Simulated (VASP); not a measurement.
A run of VASP 6.6.1 is set up as follows.

File POSCAR:

```
Rb
1.0
    5.1408616447      0.0000000000      0.0000000000
   -2.5704308224      4.4521167817      0.0000000000
    0.0000000000      0.0000000000      8.3506630169
Rb
2
Direct
    0.3333333333      0.6666666667      0.2500000000
    0.6666666667      0.3333333333      0.7500000000
```

File INCAR.step1:

```
SYSTEM = Rb
ALGO = Normal
EDIFF = 1E-4
ENCUT = 520
GGA = PE
ISMEAR = 0
LASPH = .True.
LCHARG = .False.
LREAL = .False.
LWAVE = .True.
NBANDS = 16
NELM = 60
PREC = Accurate
SIGMA = 0.1
```

INCAR.step2

```
SYSTEM = Rb
ALGO = Normal
EDIFF = 1E-6
ENCUT = 520
ISIF = 2
ISMEAR = 0
ISTART = 1
LASPH = .True.
LCHARG = .False.
LMIXTAU = .True.
LREAL = .False.
LWAVE = .False.
METAGGA = R2SCAN
NBANDS = 16
NELM = 60
PREC = Accurate
SIGMA = 0.1
```

KPOINTS

```
k-points
0
Gamma
  12 12 8
  0 0 0
```

Potentials or basis: VASP PAW PBE potentials, release 64 (Rb_sv).

The run is started by

```console
$ cat potpaw_PBE.64/Rb_sv/POTCAR > POTCAR
$ cp INCAR.step1 INCAR
$ mpirun -np 1 vasp_std > vasp.out
$ cp INCAR.step2 INCAR
$ mpirun -np 1 vasp_std > vasp.out
```

Q: What does it give for the pressure?

A: 0.0 GPa.

Q: Estimate the band gap on the k mesh.

A: Zero (bands 9 and 10 overlap by 2.40 eV).

Caveat: the PAW data sets were made with another functional, which shifts forces and pressure a little.
